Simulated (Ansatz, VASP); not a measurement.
## B2As: VASP beside Ansatz

```xyz
6
Lattice="0.0000 3.1445 3.1445 3.1445 0.0000 3.1445 3.1445 3.1445 0.0000" Properties=species:S:1:pos:R:3 pbc="T T T"
B     3.9307    3.9307    3.9307
B     3.9307    2.3584    2.3584
B     2.3584    2.3584    3.9307
B     2.3584    3.9307    2.3584
As    0.0000    0.0000    0.0000
As    1.5723    1.5723    1.5723
```

Alike in both runs: functional PBE; k mesh 4 × 4 × 4; occupations gaussian, width 0.1 eV; no spin polarisation.

Ansatz relaxed the structure, and its values are those at the end. VASP's run is a single point on that final structure, the one shown.

|  | VASP | Ansatz |
| --- | --- | --- |
| version | VASP 6.6.1 | Ansatz 0.2.0 |
| potentials or method | VASP PAW PBE potentials, release 64 (B, As), cutoff 520 eV | scalar-relativistic, plane waves, PAW |
| valence electrons in the cell | 22 | 42 |

|  | VASP | Ansatz | Ansatz less VASP |
| --- | --- | --- | --- |
| gap on the k mesh at the Fermi level (eV) | none | none | - |
| pressure (GPa) | 0.2 | -0.1 | -0.23 |

A gap of «none» marks a metal or a gap that the smearing closes. With one functional, cell and mesh, what is left measures potentials, basis and numerics. VASP's potentials hold 22 valence electrons a cell and Ansatz's 42, so a difference there can come from the potentials and not from the codes.

The k mesh is coarse, so the values compare programs but aren't converged.
